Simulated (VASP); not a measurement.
Here is a VASP 6.6.1 calculation.

INCAR

```
  ALGO = Fast
  EDIFF = 1E-6
  ENCUT = 520
  GGA = PS
  ISIF = 2
  ISMEAR = 0
  LASPH = T
  LCHARG = F
  LREAL = F
  LWAVE = F
  NBANDS = 12
  NELM = 80
  PREC = Accurate
  SIGMA = 0.15
```

Contents of KPOINTS:

```
k-points
0
Gamma
  22 22 22
```

File POSCAR:

```
Cu
1.0
    0.0000000000      1.8075000000      1.7171250000
    1.8075000000      0.0000000000      1.7171250000
    1.8075000000      1.8075000000      0.0000000000
Cu
1
Direct
    0.0000000000      0.0000000000      0.0000000000
```

Potentials or basis: VASP PAW PBE potentials, release 64 (Cu).

Run with:

```bash
$ cat potpaw_PBE.64/Cu/POTCAR > POTCAR
$ mpirun -np 1 vasp_std > vasp.out
```

(1) Predict the pressure.

Answers

(1) 2.2 GPa.

Caveat: the cell differs from its parent crystal (strain +0.000 along x and y, -0.050 along z); the PAW data sets were made with another functional, which shifts forces and pressure a little.
